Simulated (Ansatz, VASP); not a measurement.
# NaI in VASP and in Ansatz

```
Na I
1.0
     0.00000    3.26424    3.26424
     3.26424    0.00000    3.26424
     3.26424    3.26424    0.00000
Na I
1 1
Cartesian
  0.0000 0.0000 0.0000
  3.3208 3.3208 3.2642
```

Alike in both runs: task single point; functional PBE; k mesh 11 × 11 × 11; occupations fermi-dirac, width 0.08 eV; no spin polarisation.

```csv
,VASP,Ansatz
version,VASP 6.6.1,Ansatz 0.2.0
potentials or method,"VASP PAW PBE potentials, release 64 (Na_pv, I), cutoff 520 eV","all-electron LAPW, scalar-relativistic"
```

Ansatz gave:

| Property | Result |
| --- | --- |
| gap on the k mesh at the Fermi level (eV) | 3.58 |
| pressure (GPa) | 0.0 |
| rms of the force components (eV/Å) | 0.036 |

**Question.** Estimate VASP's values.

**Answer.** gap on the k mesh at the Fermi level (eV): 3.57; pressure (GPa): 0.1; rms of the force components (eV/Å): 0.036.

Atom by atom the forces differ by 0.000 eV/Å (rms over components). Ansatz ran all-electron here, and VASP with PAW potentials.

Spin-orbit coupling is off throughout.
